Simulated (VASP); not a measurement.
# ZnO (zincite) (P6_3mc) in VASP: notebook

Runs on ZnO (zincite). Level: PBE+D3(BJ). Tasks: single point, relaxation of cell and atoms.

Everything below comes from runs of VASP 6.6.1. Logs are shortened: lines on timing, memory, paths and dates and some standing lists are left out, and cuts for length are marked.

**What was measured.**

From “Electronic structure of alkaline earth and post-transition metal oxides”, 2009, arxiv:0908.1581, for a bulk crystal of ZnO: band gap 3.37 eV.

The results are compared with them further down.

## Step 1: The cell of the first run

The structure is hexagonal, space group P6_3mc (No. 186). The conventional cell has a = 3.255 Å, b = 3.255 Å, c = 5.256 Å, α = 90.00°, β = 90.00°, γ = 120.00°. Zn (site symmetry 3m) has 4 O at 1.98 to 1.99 Å within 2.6 Å. Within 2.6 Å of O (site symmetry 3m) lie 4 Zn at 1.98 to 1.99 Å.

## Step 2: Single point, PBE+D3(BJ)

INCAR

```
SYSTEM = ZnO
ALGO = Normal
EDIFF = 1E-6
ENCUT = 520
GGA = PE
ISIF = 2
ISMEAR = 0
IVDW = 12
LASPH = .TRUE.
LCHARG = .TRUE.
LELF = .TRUE.
LREAL = .FALSE.
LVHAR = .TRUE.
LWAVE = .FALSE.
NBANDS = 26
NELM = 60
PREC = Accurate
SIGMA = 0.02
```

KPOINTS

```
k-points
0
G
  9 9 6
  0 0 0
```

POSCAR

```
ZnO
1.0
    3.2548526657      0.0000000000      0.0000000000
   -1.6274263329      2.8187850941      0.0000000000
    0.0000000000      0.0000000000      5.2561269447
Zn O
2 2
Direct
    0.3333333333      0.6666666667      0.5000668972
    0.6666666667      0.3333333333      0.0000668972
    0.6666666667      0.3333333333      0.3789431028
    0.3333333333      0.6666666667      0.8789431028
```

Potentials or basis: VASP PAW PBE potentials, release 64 (Zn, O).

Launch:

```sh
cat potpaw_PBE.64/Zn/POTCAR potpaw_PBE.64/O/POTCAR > POTCAR
mpirun -np 1 vasp_std > vasp.out
```

OUTCAR:

```text
SYSTEM = ZnO
   EDIFF = 1E-6
   ENCUT = 520
   GGA = PE
   ISIF = 2
   ISMEAR = 0
   IVDW = 12
   LASPH = .TRUE.
   LREAL = .FALSE.
   NELM = 60
   PREC = Accurate
 IVDW          = 12

 ion  position               nearest neighbor table
   1  0.333  0.667  0.500-   3 1.98   3 1.98   3 1.98   4 1.99
   2  0.667  0.333  0.000-   4 1.98   4 1.98   4 1.98   3 1.99
   3  0.667  0.333  0.379-   1 1.98   1 1.98   1 1.98   2 1.99
   4  0.333  0.667  0.879-   2 1.98   2 1.98   2 1.98   1 1.99

  LATTYP: Found a hexagonal cell.
 ALAT       =     3.2548526657
 C/A-ratio  =     1.6148586386

  Lattice vectors:

 A1 = (   3.2548526657,   0.0000000000,   0.0000000000)
 A2 = (  -1.6274263329,   2.8187850941,   0.0000000000)
 A3 = (   0.0000000000,   0.0000000000,   5.2561269447)

Analysis of symmetry for initial positions (statically):
=====================================================================
 Subroutine PRICEL returns:
 Original cell was already a primitive cell.

 Routine SETGRP: Setting up the symmetry group for a
 hexagonal supercell.

 Subroutine GETGRP returns: Found 12 space group operations
 (whereof  6 operations were pure point group operations)
 out of a pool of 24 trial point group operations.

The static configuration has the point symmetry C_3v.
 The point group associated with its full space group is C_6v.

Analysis of symmetry for dynamics (positions and initial velocities):
=====================================================================
 Subroutine PRICEL returns:
 Original cell was already a primitive cell.

 Routine SETGRP: Setting up the symmetry group for a
 hexagonal supercell.

 Subroutine GETGRP returns: Found 12 space group operations
 (whereof  6 operations were pure point group operations)
 out of a pool of 24 trial point group operations.

The dynamic configuration has the point symmetry C_3v.
 The point group associated with its full space group is C_6v.

 Subroutine INISYM returns: Found 12 space group operations
 (whereof  6 operations are pure point group operations),
 and found     1 'primitive' translations

----------------------------------------------------------------------------------------

[... 91 lines left out ...]
   LNONCOLLINEAR =      F non collinear calculations
   LSORBIT =      F    spin-orbit coupling
   LASPH  =      T    aspherical Exc in radial PAW
   ENCUT  =  520.0 eV  38.22 Ry    6.18 a.u.   6.05  6.05  9.77*2*pi/ulx,y,z
   NELM   =     60;   NELMIN=  2; NELMDL= -5     # of ELM steps
   EDIFF  = 0.1E-05   stopping-criterion for ELM
   LREAL  =      F    real-space projection
   EDIFFG = 0.1E-04   stopping-criterion for IOM
   NSW    =      0    number of steps for IOM
   IBRION =     -1    ionic relax: 0-MD 1-quasi-New 2-CG
   NFREE  =      0    steps in history (QN), initial steepest desc. (CG)
   ISIF   =      2    stress and relaxation
   ISYM   =      2    0-nonsym 1-usesym 2-fastsym
   POTIM  = 0.5000    time-step for ionic-motion
   TEBEG  =    0.0;   TEEND  =   0.0 temperature during run
   PSTRESS=    0.0 pullay stress
   NELECT =      36.0000    total number of electrons
   NUPDOWN=      -1.0000    fix difference up-down
   EMIN   =  10.00;   EMAX   =-10.00  energy-range for DOS
   EFERMI =   0.00;   METHOD = LEGACY
   ISMEAR =     0;   SIGMA  =   0.02  broadening in eV -4-tet -1-fermi 0-gaus
   EFERMI_NEDOS =   21; number of points for ismear=-14 and -15
   IALGO  =     38    algorithm
   IMIX   =      4    mixing-type and parameters
     AMIX     =   0.40;   BMIX     =  1.00
     AMIX_MAG =   1.60;   BMIX_MAG =  1.00
  volume/ion in A,a.u.               =      12.06        81.36
  Fermi-wavevector in a.u.,A,eV,Ry     =   1.485101  2.806434 30.007983  2.205525
  Thomas-Fermi vector in A             =   2.598555
   LORBIT       =      0    0 simple, 1 ext, 2 COOP (PROOUT), +10 PAW based schemes
   GGA     = PE    functional components
   LHFCALC =     F    Hartree Fock is set to
   AEXX    =    0.0000 exact exchange contribution
   IVDW    =    12    specifies the selected vdW correction
   LEPSILON=     F    determine dielectric tensor
   LRPA    =     F    only Hartree local field effects (RPA)
 non-spin polarized calculation
 Gauss-broadening in eV      SIGMA  =   0.02
  energy-cutoff  :      520.00
  volume of cell :       48.22
 maximum number of plane-waves:      1320
   NGX = 13   NGY = 13   NGZ = 19

 number of electron      36.0000034 magnetization

 Free energy of the ion-electron system (eV)
  ---------------------------------------------------
  ext. energy  EPLUGINS =         0.00000000
  ---------------------------------------------------
  free energy    TOTEN  =       -17.84352888 eV

  energy without entropy =      -17.84352888  energy(sigma->0) =      -17.84352888

 E-fermi :   1.1703     XC(G=0): -10.8425

 val. band max:        1.0907112941   @ k =   0.0000   0.0000   0.0000
 cond. band min:       1.8504924114   @ k =   0.0000   0.0000   0.0000
 fundamental gap:      0.7597811173
 Fermi energy:         1.1703038340

 k-point     1 :       0.0000    0.0000    0.0000
  band No.  band energies     occupation
      1     -16.9009      2.00000
      2     -16.2016      2.00000
      3      -4.5467      2.00000
      4      -4.5467      2.00000
      5      -4.5074      2.00000
      6      -4.4612      2.00000
[... 685 lines left out ...]
     25      14.4566      0.00000
     26      15.3450      0.00000

 [... further k-points ...]

------------------------ aborting loop because EDIFF is reached ----------------------------------------

 Edisp (eV)   -0.88506

 E8    (eV) :    -0.3340

  FORCE on cell =-STRESS in cart. coord.  units (eV):
  Direction    XX          YY          ZZ          XY          YZ          ZX
  --------------------------------------------------------------------------------------
  -------------------------------------------------------------------------------------
  Total       0.30907     0.30907     0.30987    -0.00000    -0.00000     0.00000
  in kB      10.26866    10.26866    10.29524    -0.00000    -0.00000     0.00000
  external pressure =       10.28 kB  Pullay stress =        0.00 kB

 VOLUME and BASIS-vectors are now :
 -----------------------------------------------------------------------------
  energy-cutoff  :      520.00
  volume of cell :       48.22
      direct lattice vectors                 reciprocal lattice vectors
     3.254852666  0.000000000  0.000000000     0.307233569  0.177381384  0.000000000
    -1.627426333  2.818785094  0.000000000     0.000000000  0.354762767  0.000000000
     0.000000000  0.000000000  5.256126945     0.000000000  0.000000000  0.190254157

 POSITION                                       TOTAL-FORCE (eV/Angst)
 -----------------------------------------------------------------------------------
     -0.00000      1.87919      2.62842        -0.000000     -0.000000      0.000856
      1.62743      0.93960      0.00035         0.000000      0.000000      0.000856
      1.62743      0.93960      1.99177        -0.000000     -0.000000     -0.000856
     -0.00000      1.87919      4.61984         0.000000      0.000000     -0.000856
 -----------------------------------------------------------------------------------
    total drift:                               -0.000000     -0.000001     -0.000576

  FREE ENERGIE OF THE ION-ELECTRON SYSTEM (eV)
  ---------------------------------------------------
  free  energy   TOTEN  =       -18.7285931751 eV

  energy  without entropy=      -18.7285931751  energy(sigma->0) =      -18.72859318
```

stdout:

```text
POSCAR found type information on POSCAR ZnO
 POSCAR found :  2 types and       4 ions
 scaLAPACK will be used
 LDA part: xc-table for (Slater+PW92), standard interpolation
 POSCAR, INCAR and KPOINTS ok, starting setup
 FFT: planning ... GRIDC
 FFT: planning ... GRID_SOFT
 FFT: planning ... GRID
 WAVECAR not read
 entering main loop
```

Wall time 21 s (1 thread of Intel Xeon 6975P-C (Granite Rapids), shared host); peak memory 0.19 GiB.

What came out:

- Free energy: -18.7286 eV
- Pressure: 1.0 GPa
- Band gap on the k mesh: 0.76 eV, direct
- Dispersion energy per atom: -0.221 eV

## Step 3: Relaxation of cell and atoms, PBE+D3(BJ)

This run uses another cell than the first one, of 11.90 Å³/atom, 0.987 times its volume.

INCAR

```
  PREC = Accurate
  ENCUT = 600
  EDIFF = 1E-6
  ISMEAR = 0
  SIGMA = 0.02
  LREAL = False
  LASPH = True
  NELM = 100
  ALGO = Normal
  ISIF = 3
  LWAVE = False
  LCHARG = False
  GGA = PE
  IVDW = 12
  IBRION = 2
  NSW = 100
  EDIFFG = -0.005
```

KPOINTS

```
Automatic mesh
0
Gamma
  9 9 6
```

POSCAR

```
ZnO
1.0
    3.2493080000      0.0000000000      0.0000000000
   -1.6246540000      2.8139832727      0.0000000000
    0.0000000000      0.0000000000      5.2057090000
Zn O
2 2
Direct
    0.3333333333      0.6666666667      0.5000000000
    0.6666666667      0.3333333333      0.0000000000
    0.6666666667      0.3333333333      0.3790100000
    0.3333333333      0.6666666667      0.8790100000
```

Potentials or basis: VASP PAW PBE potentials, release 64 (Zn, O).

Launch:

```sh
cat potpaw_PBE.64/Zn/POTCAR potpaw_PBE.64/O/POTCAR > POTCAR
mpirun -np 1 vasp_std > vasp.out
```

It took 2.4 min on 1 thread of Intel Xeon 6975P-C (Granite Rapids), shared host; peak memory 0.22 GiB.

It converged, with:

```yaml
Free_energy: -18.7321 eV
Relaxed_volume: 12.12 Å³/atom
Relaxed_cell: a = 3.261 Å, b = 3.261 Å, c = 5.266 Å, α = 90.00°, β = 90.00°, γ = 120.00°
Space_group_after_relaxing_to_0.05_Å: P6_3mc (No. 186)
Energy_gained_by_relaxing: 2.2 meV/atom
Ionic_steps: 11
Pressure_after_relaxing: 0.0 GPa
Band_gap_on_the_k_mesh: 0.75 eV, direct
Dispersion_energy_per_atom: -0.220 eV
```

Step by step:
| step | energy change (eV) | largest force (eV/Å) | pressure (GPa) | volume (Å³) |
| --- | --- | --- | --- | --- |
| 1 | 0.0000 | 0.0723 | 2.75 | 47.60 |
| 2 | -0.0064 | 0.0341 | -1.31 | 49.02 |
| 3 | -0.0087 | 0.0023 | 0.11 | 48.52 |
| 4 | -0.0087 | 0.0055 | -0.13 | 48.57 |
| 5 | -0.0087 | 0.0043 | -0.18 | 48.55 |
| 6 | -0.0088 | 0.0115 | 0.14 | 48.46 |
| 7 | -0.0088 | 0.0088 | 0.10 | 48.49 |
| 8 | -0.0088 | 0.0131 | -0.02 | 48.50 |
| 9 | -0.0088 | 0.0161 | -0.03 | 48.51 |
| 10 | -0.0089 | 0.0077 | 0.02 | 48.50 |
| 11 | -0.0089 | 0.0020 | 0.05 | 48.50 |

Final structure:
```yaml
crystal:
  lattice:
    - [3.26109, 0.00000, 0.00000]
    - [-1.63055, 2.82419, 0.00000]
    - [0.00000, 0.00000, 5.26590]
  atoms:
    - { symbol: Zn, position: [0.33333, 0.66667, 0.50004] }
    - { symbol: Zn, position: [0.66667, 0.33333, 0.00004] }
    - { symbol: O, position: [0.66667, 0.33333, 0.37897] }
    - { symbol: O, position: [0.33333, 0.66667, 0.87897] }
```

Levels at points of the mesh, in eV from the valence-band top:
| k point | band 16 | band 17 | band 18 | band 19 | band 20 | band 21 |
| --- | --- | --- | --- | --- | --- | --- |
| (0.00, 0.00, 0.00) | -0.08 | 0.00 | 0.00 | 0.75 | 5.16 | 8.12 |
| (0.00, 0.00, 0.50) | -0.38 | -0.38 | -0.38 | 3.40 | 3.40 | 9.98 |

## Step 4: Single point, PBE+D3(BJ)

INCAR

```
SYSTEM = ZnO
ALGO = Normal
EDIFF = 1E-6
ENCUT = 910
GGA = PE
GGA_COMPAT = .FALSE.
ISIF = 2
ISMEAR = 0
IVDW = 12
LASPH = .TRUE.
LCHARG = .TRUE.
LELF = .TRUE.
LREAL = .FALSE.
LVHAR = .TRUE.
LWAVE = .FALSE.
NBANDS = 26
NELM = 120
PREC = Accurate
SIGMA = 0.02
```

KPOINTS

```
k-points
0
G
  9 9 6
  0 0 0
```

POSCAR

```
ZnO
1.0
    3.2548526657      0.0000000000      0.0000000000
   -1.6274263329      2.8187850941      0.0000000000
    0.0000000000      0.0000000000      5.2561269447
Zn O
2 2
Direct
    0.3333333333      0.6666666667      0.5000668972
    0.6666666667      0.3333333333      0.0000668972
    0.6666666667      0.3333333333      0.3789431028
    0.3333333333      0.6666666667      0.8789431028
```

Potentials or basis: VASP PAW PBE potentials, release 64 (Zn, O_h).

Launch:

```sh
cat potpaw_PBE.64/Zn/POTCAR potpaw_PBE.64/O_h/POTCAR > POTCAR
mpirun -np 1 vasp_std > vasp.out
```

Wall time 98 s (1 thread of Intel Xeon Platinum 8259CL at 2.50GHz (Skylake/Cascade Lake), shared host); peak memory 0.3 GiB.

The run converged. Its results:

| Quantity | Value |
| --- | --- |
| Free energy | -18.7416 eV |
| Pressure | 0.7 GPa |
| Band gap on the k mesh | 0.76 eV, direct |
| Dispersion energy per atom | -0.221 eV |

Levels at points of the mesh, in eV from the valence-band top:
| k point | band 14 | band 15 | band 16 | band 17 | band 18 | band 19 | band 20 | band 21 | band 22 | band 23 |
| --- | --- | --- | --- | --- | --- | --- | --- | --- | --- | --- |
| (0.00, 0.00, 0.00) | -0.78 | -0.78 | -0.09 | 0.00 | 0.00 | 0.76 | 5.18 | 8.14 | 12.85 | 12.85 |
| (0.00, 0.00, 0.50) | -2.24 | -0.38 | -0.38 | -0.38 | -0.38 | 3.41 | 3.41 | 10.00 | 10.00 | 13.14 |

Caveat: the cutoff is under 1.25 times the usual one of these potentials, so pressure, stress and relaxed cells hold a basis-set (Pulay) error.

## Step 5: The runs side by side

```csv
task,potentials or basis,cell,cutoff (eV),second run,gap on the mesh (eV),pressure (GPa)
single point,"VASP PAW PBE potentials, release 64 (Zn, O)","a = 3.255, b = 3.255, c = 5.256 Å, angles 90.0, 90.0, 120.0°, 4 atoms",520,-,0.76,1.0
relaxation of cell and atoms,"VASP PAW PBE potentials, release 64 (Zn, O)","relaxed from a = 3.249, b = 3.249, c = 5.206 Å, angles 90.0, 90.0, 120.0°, 4 atoms",600,-,0.75,0.0
single point,"VASP PAW PBE potentials, release 64 (Zn, O_h)","a = 3.255, b = 3.255, c = 5.256 Å, angles 90.0, 90.0, 120.0°, 4 atoms",910,hard_potentials,0.76,0.7
```

Alike in all rows: level PBE+D3(BJ); no spin polarisation; k mesh 9 × 9 × 6; smearing gaussian 0.02 eV.

Caveats: the cutoff is under 1.25 times the usual one of these potentials, so pressure, stress and relaxed cells hold a basis-set (Pulay) error (some runs).

Absolute energies hang on the potentials; compare differences alone.

## Step 6: Comparison with measurements

Step 2. A measured gap of ZnO is 3.37 eV (quoted in “Electronic structure of alkaline earth and post-transition metal oxides”, 2009, arxiv:0908.1581); the calculated 0.76 eV misses it by -2.61 eV. So large a miss can be the level of theory's own, or it may mean another phase, state or a wrong row. The value is that of PBE+D3(BJ), without temperature or zero-point motion. Semilocal functionals fall short of measured gaps as a rule.

Step 4. Measured gap of ZnO: 3.37 eV (quoted in “Electronic structure of alkaline earth and post-transition metal oxides”, 2009, arxiv:0908.1581). This calculation gives 0.76 eV (-2.61 eV). So large a miss can be the level of theory's own, or it may mean another phase, state or a wrong row. The value is that of PBE+D3(BJ), without temperature or zero-point motion. Semilocal functionals fall short of measured gaps as a rule.
